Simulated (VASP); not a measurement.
Ge2Sb2Te5: single point with LDA

Crystal: Ge2Sb2Te5.

```
Te Sb Ge
1.0
     4.19070    0.00000    0.00000
    -2.09535    3.62926    0.00000
     0.00000    0.00000   16.78921
Te Sb Ge
5 2 2
Direct
  0.66667 0.33333 0.41831
  0.33333 0.66667 0.58169
  0.33333 0.66667 0.19761
  0.66667 0.33333 0.80239
  0.00000 0.00000 0.00000
  0.00000 0.00000 0.31672
  0.00000 0.00000 0.68328
  0.66667 0.33333 0.10053
  0.33333 0.66667 0.89947
```

```yaml
Program: VASP 6.6.1
Task: single point
Functional: LDA
Potentials_or_basis: VASP PAW LDA potentials, release 64 (Te, Sb, Ge_d)
Cutoff: 520 eV
k_mesh: 5 × 5 × 2
Occupations: fermi-dirac, width 0.05 eV
Spin: no spin polarisation
```

* Pressure: 0.1 GPa
* Largest force: 0.048 eV/Å
* Band gap on the k mesh: 0.10 eV, direct

Forces on the atoms (eV/Å):
```
Te   0.000  0.000  0.048
Te   0.000  0.000 -0.048
Te   0.000  0.000  0.000
Te   0.000  0.000  0.000
Te   0.000  0.000  0.000
Sb   0.000  0.000 -0.038
Sb   0.000  0.000  0.038
Ge   0.000  0.000  0.002
Ge   0.000  0.000 -0.002
```

Levels at points of the mesh, in eV from the valence-band top:
| k point | band 32 | band 33 | band 34 | band 35 | band 36 | band 37 |
| --- | --- | --- | --- | --- | --- | --- |
| (0.00, 0.00, 0.00) | -1.15 | -0.87 | 0.00 | 0.11 | 0.11 | 0.22 |
| (0.00, 0.00, 0.50) | -1.46 | -0.73 | -0.16 | 0.31 | 0.31 | 0.48 |

Run time: 76 s on 1 thread of Intel(R) Xeon(R) 6975P-C (Granite Rapids), with other jobs on the host, peak memory 0.33 GiB.

Caveat: spin-orbit coupling is left out, which moves the levels of the heavy elements. A k mesh can miss the band edges.
